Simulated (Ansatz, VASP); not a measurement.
# BiAs: VASP beside Ansatz

```
As Bi
1.0
     0.00000    3.07568    3.07568
     3.07568    0.00000    3.07568
     3.07568    3.07568    0.00000
As Bi
1 1
Direct
  0.00000 0.00000 0.00000
  0.50000 0.50000 0.50000
```

Change from the starting cell: volume scaled by 1.06, crystal datasets.

Alike in both runs: task electric field gradients; functional PBE; k mesh 11 × 11 × 11; occupations fermi-dirac, width 0.03 eV; no spin polarisation.

|  | VASP | Ansatz |
| --- | --- | --- |
| version | VASP 6.6.1 | Ansatz 0.2.0 |
| potentials or method | VASP PAW PBE potentials, release 64 (As, Bi_d), cutoff 520 eV | all-electron PAW with datasets made for the crystal, scalar-relativistic |

```tsv
	VASP	Ansatz	Ansatz less VASP
pressure (GPa)	-3.2	-3.2	+0.01
```

Ansatz ran all-electron here, and VASP with PAW potentials.

Neither program's run includes spin-orbit coupling.
